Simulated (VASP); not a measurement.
# SnO (P6_3/mmc) in VASP: notebook, part 2 of 2

VASP 6.6.1. Earlier steps stand in the parts before.

## Step 5: Single point, r2SCAN (volume changed by -6%)

Contents of POSCAR:

```
SnO
1.0
    4.0412816832      0.0000000000      0.0000000000
   -2.0206408416      3.4998526015      0.0000000000
    0.0000000000      0.0000000000      5.0795490519
Sn O
2 2
Direct
    0.3333333333      0.6666666667      0.2500000000
    0.6666666667      0.3333333333      0.7500000000
    0.6666666667      0.3333333333      0.2500000000
    0.3333333333      0.6666666667      0.7500000000
```

Contents of INCAR.step1:

```
SYSTEM = SnO
PREC     = Accurate       ! precision mode
ENCUT    = 520            ! plane-wave cutoff, eV
ISMEAR   = 0              ! smearing method
SIGMA    = 0.01           ! smearing width, eV
LREAL    = .FALSE.        ! projectors in reciprocal space
LASPH    = .TRUE.         ! aspherical terms in the spheres
NELM     = 60             ! most SCF steps
NBANDS   = 28             ! bands
GGA      = PE             ! functional
ALGO     = Normal         ! electronic algorithm
EDIFF    = 1E-4           ! SCF threshold, eV
LWAVE    = .TRUE.         ! write WAVECAR
LCHARG   = .FALSE.        ! write CHGCAR
```

Contents of INCAR.step2:

```
SYSTEM = SnO
PREC     = Accurate       ! precision mode
ENCUT    = 520            ! plane-wave cutoff, eV
EDIFF    = 1E-7           ! SCF threshold, eV
ISMEAR   = 0              ! smearing method
SIGMA    = 0.01           ! smearing width, eV
LREAL    = .FALSE.        ! projectors in reciprocal space
LASPH    = .TRUE.         ! aspherical terms in the spheres
NELM     = 60             ! most SCF steps
ALGO     = Normal         ! electronic algorithm
ISIF     = 2              ! what is computed and relaxed
LWAVE    = .FALSE.        ! write WAVECAR
LCHARG   = .FALSE.        ! write CHGCAR
METAGGA  = R2SCAN         ! meta-GGA
LMIXTAU  = .TRUE.       
NBANDS   = 28             ! bands
ISTART   = 1
```

Contents of KPOINTS:

```
Automatic mesh
0
G
  6 6 4
  0 0 0
```

On the command line:

```
$ cat potpaw_PBE.64/Sn_d/POTCAR potpaw_PBE.64/O/POTCAR > POTCAR
$ cp INCAR.step1 INCAR
$ mpirun -np 1 vasp_std > vasp.out
$ cp INCAR.step2 INCAR
$ mpirun -np 1 vasp_std > vasp.out
```

Wall time 1.8 min (1 thread of AMD EPYC 9R45 (Zen 5), shared host); peak memory 0.18 GiB.

Results (log left out):

```yaml
Free_energy: -64.3271 eV
Pressure: 6.0 GPa
Band_gap_on_the_k_mesh: 0.42 eV, direct
```

Stress tensor (GPa, compression positive):
```
6.31 0.00 0.00
0.00 6.31 0.00
0.00 0.00 5.52
```

Levels at points of the mesh, in eV from the valence-band top:
```tsv
k point	band 18	band 19	band 20	band 21	band 22	band 23
(0.00, 0.00, 0.00)	-4.67	-4.67	-4.43	3.17	3.21	3.21
(0.50, 0.00, 0.00)	-5.06	-2.15	-1.94	0.78	3.39	3.47
(0.00, 0.00, 0.50)	-5.08	-2.52	-2.52	2.76	2.76	3.30
(0.50, 0.00, 0.50)	-4.70	-1.25	-1.25	0.76	0.76	3.30
```

Caveat: the PAW data sets were made with another functional, which shifts forces and pressure a little; spin-orbit coupling is left out, which moves the levels of the heavy elements. A k mesh can miss the band edges.

## Step 6: Single point, r2SCAN (volume changed by -3%)

Contents of POSCAR:

```
SnO
1.0
    4.0838246168      0.0000000000      0.0000000000
   -2.0419123084      3.5366958627      0.0000000000
    0.0000000000      0.0000000000      5.1330219189
Sn O
2 2
Direct
    0.3333333333      0.6666666667      0.2500000000
    0.6666666667      0.3333333333      0.7500000000
    0.6666666667      0.3333333333      0.2500000000
    0.3333333333      0.6666666667      0.7500000000
```

Contents of INCAR.step1:

```
ALGO     = Normal         # electronic algorithm
EDIFF    = 1E-4           # SCF threshold, eV
ENCUT    = 520            # plane-wave cutoff, eV
GGA      = PE             # functional
ISMEAR   = 0              # smearing method
LASPH    = T              # aspherical terms in the spheres
LCHARG   = F              # write CHGCAR
LREAL    = F              # projectors in reciprocal space
LWAVE    = T              # write WAVECAR
NBANDS   = 28             # bands
NELM     = 60             # most SCF steps
PREC     = Accurate       # precision mode
SIGMA    = 0.01           # smearing width, eV
```

Contents of INCAR.step2:

```
ALGO     = Normal         # electronic algorithm
EDIFF    = 1E-6           # SCF threshold, eV
ENCUT    = 520            # plane-wave cutoff, eV
ISIF     = 2              # what is computed and relaxed
ISMEAR   = 0              # smearing method
ISTART   = 1            
LASPH    = T              # aspherical terms in the spheres
LCHARG   = F              # write CHGCAR
LMIXTAU  = T            
LREAL    = F              # projectors in reciprocal space
LWAVE    = F              # write WAVECAR
METAGGA  = R2SCAN         # meta-GGA
NBANDS   = 28             # bands
NELM     = 60             # most SCF steps
PREC     = Accurate       # precision mode
SIGMA    = 0.01           # smearing width, eV
```

Contents of KPOINTS:

```
k-points
0
Gamma
  6 6 4
```

Potentials or basis: VASP PAW PBE potentials, release 64 (Sn_d, O).

On the command line:

```
$ cat potpaw_PBE.64/Sn_d/POTCAR potpaw_PBE.64/O/POTCAR > POTCAR
$ cp INCAR.step1 INCAR
$ mpirun -np 1 vasp_std > vasp.out
$ cp INCAR.step2 INCAR
$ mpirun -np 1 vasp_std > vasp.out
```

Wall time 1.7 min (1 thread of AMD EPYC 9R45 (Zen 5), shared host); peak memory 0.18 GiB.

Results (log left out):

* Free energy: -64.3932 eV
* Pressure: 2.9 GPa
* Band gap on the k mesh: 0.50 eV, direct

Stress tensor (GPa, compression positive):
```
3.08 0.00 0.00
0.00 3.08 0.00
0.00 0.00 2.58
```

Levels at points of the mesh, in eV from the valence-band top:
| k point | band 18 | band 19 | band 20 | band 21 | band 22 | band 23 |
| --- | --- | --- | --- | --- | --- | --- |
| (0.00, 0.00, 0.00) | -4.40 | -4.40 | -4.15 | 3.22 | 3.26 | 3.26 |
| (0.50, 0.00, 0.00) | -4.78 | -2.05 | -1.89 | 0.90 | 3.47 | 3.48 |
| (0.00, 0.00, 0.50) | -4.81 | -2.40 | -2.40 | 2.77 | 2.77 | 3.35 |
| (0.50, 0.00, 0.50) | -4.43 | -1.17 | -1.17 | 0.82 | 0.82 | 3.35 |

Caveat: the PAW data sets were made with another functional, which shifts forces and pressure a little; spin-orbit coupling is left out, which moves the levels of the heavy elements.

## Step 7: The runs side by side

| level | cell | gap on the mesh (eV) | pressure (GPa) |
| --- | --- | --- | --- |
| PBE | a = 4.175, b = 4.175, c = 5.231 Å, angles 90.0, 90.0, 120.0°, 4 atoms | 0.48 | -0.1 |
| PBE | a = 4.216, b = 4.216, c = 5.283 Å, angles 90.0, 90.0, 120.0°, 4 atoms | 0.54 | -2.1 |
| PBE | a = 4.256, b = 4.256, c = 5.333 Å, angles 90.0, 90.0, 120.0°, 4 atoms | 0.59 | -3.8 |
| r2SCAN | a = 4.041, b = 4.041, c = 5.080 Å, angles 90.0, 90.0, 120.0°, 4 atoms | 0.42 | 6.0 |
| r2SCAN | a = 4.084, b = 4.084, c = 5.133 Å, angles 90.0, 90.0, 120.0°, 4 atoms | 0.50 | 2.9 |

Alike in all rows: task single point; potentials or basis VASP PAW PBE potentials, release 64 (Sn_d, O); no spin polarisation; k mesh 6 × 6 × 4; cutoff (eV) 520; smearing gaussian 0.01 eV.

Caveats: spin-orbit coupling is left out, which moves the levels of the heavy elements; the PAW data sets were made with another functional, which shifts forces and pressure a little (some runs).

Total energies depend on the potentials used, so only differences within one code and one set of settings carry meaning.
